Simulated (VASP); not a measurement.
Write the native input for VASP 6.6.1 that does the following.

```yaml
Task: single point
Functional: PBE
Dispersion: D3(BJ)
Potentials_or_basis: VASP PAW PBE potentials, release 64 (Be, Cl)
Cutoff: 520 eV
k_mesh: 5 × 5 × 1
Occupations: gaussian, width 0.05 eV
Spin: no spin polarisation
Dipole_correction: no
Further_INCAR_settings: LREAL = Auto; ALGO = Normal; EDIFF = 1e-06; NBANDS = 34
```

The structure of Be16Cl lies in POSCAR:

```
Be16Cl
1.0
    4.5800000000      0.0000000000      0.0000000000
    2.2900000000      3.9663960000      0.0000000000
    0.0000000000      0.0000000000     16.3826450000
Be Cl
16 1
Direct
   -0.1666666667      0.3333333333      0.0610402044
    0.3333333333      0.3333333333      0.0610402044
   -0.1666666667      0.8333333333      0.0610402044
    0.3333333333      0.8333333333      0.0610402044
    0.0017322783      0.0015275832      0.1728505989
    0.5009856477      0.0011138575      0.1722141937
    0.0008859421      0.5010442729      0.1719769915
    0.5014104726      0.5018139893      0.1728969895
   -0.1662800545      0.3338151309      0.2833854362
    0.3429464398      0.3320913999      0.2822099850
   -0.1681261116      0.8433129219      0.2821539501
    0.3353060228      0.8354473431      0.2780019344
    0.0154617613     -0.0033029985      0.3967232397
    0.5004782834      0.0004089355      0.3933414903
    0.0065554071      0.5071747753      0.3800484598
    0.4967071556      0.5155677850      0.3969403598
    0.6899947782      0.1905314043      0.4988009567
```

One way to write it, as run:

INCAR

```
SYSTEM = Be16Cl
ALGO     = Normal         ! electronic algorithm
EDIFF    = 1E-6           ! SCF threshold, eV
ENCUT    = 520            ! plane-wave cutoff, eV
GGA      = PE             ! functional
ISIF     = 2              ! what is computed and relaxed
ISMEAR   = 0              ! smearing method
IVDW     = 12             ! dispersion correction
LASPH    = .TRUE.         ! aspherical terms in the spheres
LCHARG   = .TRUE.         ! write CHGCAR
LELF     = .TRUE.         ! ELF
LREAL    = Auto         
LVHAR    = .TRUE.       
LWAVE    = .FALSE.        ! write WAVECAR
NBANDS   = 34             ! bands
NELM     = 60             ! most SCF steps
PREC     = Accurate       ! precision mode
SIGMA    = 0.05           ! smearing width, eV
```

KPOINTS

```
k-points
0
G
  5 5 1
  0 0 0
```

Potentials or basis: VASP PAW PBE potentials, release 64 (Be, Cl).

Run with:

```console
$ cat potpaw_PBE.64/Be/POTCAR potpaw_PBE.64/Cl/POTCAR > POTCAR
$ mpirun -np 1 vasp_std > vasp.out
```

It gave:

```yaml
Largest_force: 0.256 eV/Å
Band_gap_on_the_k_mesh: zero (an odd number of electrons rules out a gap without spin polarisation)
Dispersion_energy_per_atom: -0.255 eV
```

Caveat: an odd number of electrons without spin polarisation forces a metal; a magnetic or distorted state may lie lower.

Wall time 3.1 min on 1 thread of Intel(R) Xeon(R) 6975P-C (Granite Rapids), on a shared host, peak memory 0.41 GiB.
